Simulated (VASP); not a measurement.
# BN (Cm) in VASP: further runs, part 2 of 2

VASP 6.6.1.

## Step 3: Single point, PBE+D3(BJ) (atom 2 (N) moved by (-0.450, +0.000) A along y and z)

Input file INCAR:

```
SYSTEM = BN
PREC     = Accurate       ! precision mode
ENCUT    = 600            ! plane-wave cutoff, eV
EDIFF    = 1E-6           ! SCF threshold, eV
ISMEAR   = 0              ! smearing method
SIGMA    = 0.05           ! smearing width, eV
LREAL    = .False.        ! projectors in reciprocal space
LASPH    = .True.         ! aspherical terms in the spheres
NELM     = 120            ! most SCF steps
ALGO     = Normal         ! electronic algorithm
ISIF     = 2              ! what is computed and relaxed
LWAVE    = .False.        ! write WAVECAR
LCHARG   = .False.        ! write CHGCAR
GGA      = PE             ! functional
IVDW     = 12             ! dispersion correction
NBANDS   = 11             ! bands
GGA_COMPAT= .False.
```

Input file KPOINTS:

```
regular mesh
0
Gamma
  12 12 12
  0 0 0
```

Input file POSCAR:

```
BN
1.0
    0.0000000000      3.4953158300      2.1660912400
    1.2516321000      0.0000000000      2.1660912400
    1.2516321000      3.4953158300      0.0000000000
B N
1 1
Direct
    0.0000486500      0.0000486500      0.9999513500
    0.6022794746      0.7310232054      0.2689767946
```

Potentials or basis: VASP PAW PBE potentials, release 64 (B, N).

Started as:

```
$ cat potpaw_PBE.64/B/POTCAR potpaw_PBE.64/N/POTCAR > POTCAR
$ mpirun -np 1 vasp_std > vasp.out
```

OUTCAR:

```text
SYSTEM = BN
   PREC = Accurate
   ENCUT = 600
   EDIFF = 1E-6
   ISMEAR = 0
   LREAL = .False.
   LASPH = .True.
   NELM = 120
   ISIF = 2
   GGA = PE
   IVDW = 12
 IVDW          = 12

 ion  position               nearest neighbor table
   1  0.000  0.000  1.000-   2 1.51   2 1.51   2 1.51
   2  0.602  0.731  0.269-   1 1.51   1 1.51   1 1.51

  LATTYP: Found a face centered orthorhombic cell.
 ALAT       =     2.5032642000
 B/A-ratio  =     1.7306133647
 C/A-ratio  =     2.7926064137

  Lattice vectors:

 A1 = (   0.0000000000,   3.4953158300,   2.1660912400)
 A2 = (  -1.2516321000,   3.4953158300,   0.0000000000)
 A3 = (  -1.2516321000,   0.0000000000,   2.1660912400)

Analysis of symmetry for initial positions (statically):
=====================================================================
 Subroutine PRICEL returns:
 Original cell was already a primitive cell.

 Routine SETGRP: Setting up the symmetry group for a
 face centered orthorhombic supercell.

 Subroutine GETGRP returns: Found  2 space group operations
 (whereof  2 operations were pure point group operations)
 out of a pool of  8 trial point group operations.

The static configuration has the point symmetry C_1h.

Analysis of symmetry for dynamics (positions and initial velocities):
=====================================================================
 Subroutine PRICEL returns:
 Original cell was already a primitive cell.

 Routine SETGRP: Setting up the symmetry group for a
 face centered orthorhombic supercell.

 Subroutine GETGRP returns: Found  2 space group operations
 (whereof  2 operations were pure point group operations)
 out of a pool of  8 trial point group operations.

The dynamic configuration has the point symmetry C_1h.

 Subroutine INISYM returns: Found  2 space group operations
 (whereof  2 operations are pure point group operations),
 and found     1 'primitive' translations

----------------------------------------------------------------------------------------

                                     Primitive cell

  volume of cell :      18.9526

  direct lattice vectors                    reciprocal lattice vectors
     0.000000000  3.495315830  2.166091240    -0.399478409  0.143048590  0.230830535
     1.251632100  0.000000000  2.166091240     0.399478409 -0.143048590  0.230830535
     1.251632100  3.495315830  0.000000000     0.399478409  0.143048590 -0.230830535

  length of vectors
     4.112077822  2.501706252  3.712656147     0.483041027  0.483041027  0.483041027

  position of ions in fractional coordinates (direct lattice)
     0.000048650  0.000048650  0.999951350
     0.602279475  0.731023205  0.268976795

  ion indices of the primitive-cell ions
   primitive index   ion index
                 1           1
                 2           2

----------------------------------------------------------------------------------------

 KPOINTS: regular mesh

Automatic generation of k-mesh.
 Grid dimensions read from file:
 generate k-points for:   12   12   12

 Generating k-lattice:

  Cartesian coordinates                     Fractional coordinates (reciprocal lattice)
    -0.033289867  0.011920716  0.019235878     0.083333333  0.000000000  0.000000000
     0.033289867 -0.011920716  0.019235878     0.000000000  0.083333333  0.000000000
     0.033289867  0.011920716 -0.019235878     0.000000000  0.000000000  0.083333333
[... 40 lines left out ...]
   number of dos      NEDOS =    301   number of ions     NIONS =      2
   total plane-waves  NPLWV =  21600
   dimension x,y,z NGX =    36 NGY =   20 NGZ =   30
   dimension x,y,z NGXF=    72 NGYF=   40 NGZF=   60
   ions per type =               1   1
   NGX,Y,Z   is equivalent  to a cutoff of  14.55, 13.29, 13.43 a.u.
   NGXF,Y,Z  is equivalent  to a cutoff of  29.11, 26.58, 26.87 a.u.
 SYSTEM =  BN
   PREC   = accura    normal or accurate (medium, high low for compatibility)
   ISTART =      0    job   : 0-new  1-cont  2-samecut
   ICHARG =      2    charge: 1-file 2-atom 10-const
   ISPIN  =      1    spin polarized calculation?
   LNONCOLLINEAR =      F non collinear calculations
   LSORBIT =      F    spin-orbit coupling
   LASPH  =      T    aspherical Exc in radial PAW
   ENCUT  =  600.0 eV  44.10 Ry    6.64 a.u.   8.21  5.00  7.42*2*pi/ulx,y,z
   NELM   =    120;   NELMIN=  2; NELMDL= -5     # of ELM steps
   EDIFF  = 0.1E-05   stopping-criterion for ELM
   LREAL  =      F    real-space projection
   EDIFFG = 0.1E-04   stopping-criterion for IOM
   NSW    =      0    number of steps for IOM
   IBRION =     -1    ionic relax: 0-MD 1-quasi-New 2-CG
   NFREE  =      0    steps in history (QN), initial steepest desc. (CG)
   ISIF   =      2    stress and relaxation
   ISYM   =      2    0-nonsym 1-usesym 2-fastsym
   POTIM  = 0.5000    time-step for ionic-motion
   TEBEG  =    0.0;   TEEND  =   0.0 temperature during run
   PSTRESS=    0.0 pullay stress
   NELECT =       8.0000    total number of electrons
   NUPDOWN=      -1.0000    fix difference up-down
   EMIN   =  10.00;   EMAX   =-10.00  energy-range for DOS
   EFERMI =   0.00;   METHOD = LEGACY
   ISMEAR =     0;   SIGMA  =   0.05  broadening in eV -4-tet -1-fermi 0-gaus
   EFERMI_NEDOS =   21; number of points for ismear=-14 and -15
   IALGO  =     38    algorithm
   IMIX   =      4    mixing-type and parameters
     AMIX     =   0.40;   BMIX     =  1.00
     AMIX_MAG =   1.60;   BMIX_MAG =  1.00
  volume/ion in A,a.u.               =       9.48        63.95
  Fermi-wavevector in a.u.,A,eV,Ry     =   1.228047  2.320672 20.518928  1.508099
  Thomas-Fermi vector in A             =   2.362987
   LORBIT       =      0    0 simple, 1 ext, 2 COOP (PROOUT), +10 PAW based schemes
   GGA     = PE    functional components
   LHFCALC =     F    Hartree Fock is set to
   AEXX    =    0.0000 exact exchange contribution
   IVDW    =    12    specifies the selected vdW correction
   LEPSILON=     F    determine dielectric tensor
   LRPA    =     F    only Hartree local field effects (RPA)
 non-spin polarized calculation
 Gauss-broadening in eV      SIGMA  =   0.05
  energy-cutoff  :      600.00
  volume of cell :       18.95
 maximum number of plane-waves:       650
 NGX is ok and might be reduce to    36
   NGX = 17   NGY =  9   NGZ = 15

 number of electron       8.0000000 magnetization

 Free energy of the ion-electron system (eV)
  ---------------------------------------------------
  ext. energy  EPLUGINS =         0.00000000
  ---------------------------------------------------
  free energy    TOTEN  =       -16.25518388 eV

  energy without entropy =      -16.25518388  energy(sigma->0) =      -16.25518388

 E-fermi :   2.2562     XC(G=0):  -9.9959

 val. band max:        1.9926888109   @ k =   0.0000   0.0000   0.0000
 cond. band min:       4.4040110681   @ k =   0.0000   0.0000   0.0000
 fundamental gap:      2.4113222572
 Fermi energy:         2.2561695590

 k-point     1 :       0.0000    0.0000    0.0000
  band No.  band energies     occupation
      1     -15.3762      2.00000
      2      -1.9487      2.00000
      3       1.9760      2.00000
      4       1.9927      2.00000
      5       4.4040      0.00000
      6      13.4040      0.00000
      7      13.4545      0.00000
      8      15.1339      0.00000
      9      17.2236      0.00000
     10      27.5930      0.00000
     11      28.8555      0.00000
[... 309 lines left out ...]
 k-point    24 :       0.0833    0.5000    0.0000
  band No.  band energies     occupation
      1     -12.0010      2.00000
      2      -6.0121      2.00000
      3      -1.2293      2.00000
      4       1.1407      2.00000
      5       5.2413      0.00000
      6      12.1674      0.00000
      7      15.0735      0.00000
      8      16.9270      0.00000
      9      19.9721      0.00000
     10      21.6499      0.00000
     11      24.0244      0.00000

 [... further k-points ...]

------------------------ aborting loop because EDIFF is reached ----------------------------------------

 Edisp (eV)   -0.26689

 E8    (eV) :    -0.0779

  FORCE on cell =-STRESS in cart. coord.  units (eV):
  Direction    XX          YY          ZZ          XY          YZ          ZX
  --------------------------------------------------------------------------------------
  -------------------------------------------------------------------------------------
  Total      -0.16513    -3.36360    -0.19678     0.00000    -0.10985     0.00000
  in kB     -13.95975  -284.34424   -16.63481     0.00000    -9.28640     0.00000
  external pressure =     -104.98 kB  Pullay stress =        0.00 kB

 VOLUME and BASIS-vectors are now :
 -----------------------------------------------------------------------------
  energy-cutoff  :      600.00
  volume of cell :       18.95
      direct lattice vectors                 reciprocal lattice vectors
     0.000000000  3.495315830  2.166091240    -0.399478409  0.143048590  0.230830535
     1.251632100  0.000000000  2.166091240     0.399478409 -0.143048590  0.230830535
     1.251632100  3.495315830  0.000000000     0.399478409  0.143048590 -0.230830535

 POSITION                                       TOTAL-FORCE (eV/Angst)
 -----------------------------------------------------------------------------------
      1.25163      3.49532      0.00021         0.000000     -6.001714      0.044847
      1.25163      3.04532      2.88806         0.000000      6.001714     -0.044847
 -----------------------------------------------------------------------------------
    total drift:                               -0.000004     -0.000178     -0.000004

  FREE ENERGIE OF THE ION-ELECTRON SYSTEM (eV)
  ---------------------------------------------------
  free  energy   TOTEN  =       -16.5220743760 eV

  energy  without entropy=      -16.5220743760  energy(sigma->0) =      -16.52207438
```

Wall time 89 s (1 thread of Intel Xeon 6975P-C, shared host); peak memory 0.26 GiB.

Results:

```yaml
Free_energy: -16.5221 eV
Pressure: -10.5 GPa
Largest_force: 6.002 eV/Å
Band_gap_on_the_k_mesh: 2.41 eV, direct
Dispersion_energy_per_atom: -0.133 eV
```

Forces in eV/Å, atoms in the order of the input:
```
B    0.000 -6.002  0.045
N    0.000  6.002 -0.045
```

Caveat: the cell differs from its parent crystal (atom 2 (N) moved by (-0.450, +0.000) A along y and z); forces of over 1 eV/Å act on the atoms, so gaps and moduli don't describe the material at rest. A k mesh can miss the band edges.
